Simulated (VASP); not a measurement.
# Y (a cell with a defect): single point with PBEsol

System: Y (a cell with a defect).

```
Y
1.0
    -3.65000   -6.32198    0.00000
     5.47500   -3.16099    0.00000
     0.00000    0.00000   11.46830
Y
17
Direct
  0.75066 0.54364 0.01096
  0.49806 0.33460 0.25324
  0.75056 0.48803 0.49249
  0.46201 0.36638 0.72977
  0.47816 0.98301 0.02247
  0.25043 0.82611 0.25727
  0.49849 0.99770 0.50393
  0.25063 0.85804 0.76112
  0.25075 0.48494 0.99572
  0.00282 0.33460 0.25310
  0.25025 0.51203 0.49343
  0.03866 0.36619 0.73018
  0.02266 0.98317 0.02208
  0.75054 0.83344 0.26035
  0.00227 0.99790 0.50401
  0.75070 0.75686 0.73788
  0.74989 0.15405 0.84403
```

```yaml
Program: VASP 6.6.1
Task: single point
Functional: PBEsol
Potentials_or_basis: VASP PAW PBE potentials, release 64 (Y_sv)
Cutoff: 520 eV
k_mesh: 3 × 3 × 2
Occupations: gaussian, width 0.1 eV
Spin: no spin polarisation
```

```yaml
Pressure: 0.1 GPa
Largest_force: 0.040 eV/Å
Band_gap_on_the_k_mesh: zero (an odd number of electrons rules out a gap without spin polarisation)
```

Forces on the atoms (eV/Å):
```
Y    0.001  0.002  0.013
Y    0.000 -0.007  0.001
Y   -0.003  0.006  0.003
Y    0.019  0.002 -0.011
Y   -0.007  0.002 -0.005
Y    0.005  0.000  0.009
Y    0.005  0.011 -0.008
Y   -0.001  0.001  0.002
Y    0.013 -0.007  0.007
Y    0.002  0.001  0.003
Y    0.003 -0.001  0.006
Y    0.003 -0.022 -0.015
Y   -0.009  0.002  0.001
Y   -0.009  0.007 -0.005
Y   -0.009 -0.015 -0.012
Y   -0.027  0.022 -0.020
Y    0.011 -0.005  0.031
```

Stress tensor (GPa, compression positive):
```
 0.16  0.00 -0.05
 0.00  0.16  0.03
-0.05  0.03 -0.17
```

Levels at points of the mesh, in eV from the Fermi level:
```tsv
k point	band 92	band 93	band 94	band 95	band 96	band 97
(0.00, 0.00, 0.00)	-0.06	-0.06	-0.02	0.07	0.15	0.21
(0.00, 0.00, 0.50)	-0.18	-0.09	-0.04	-0.03	-0.01	0.16
```

Run time: 43 min on 1 thread of Intel(R) Xeon(R) Platinum 8259CL CPU @ 2.50GHz (Skylake/Cascade Lake), on a shared host, peak memory 0.72 GiB.

Caveat: the PAW data sets were made with another functional, which shifts forces and pressure a little.
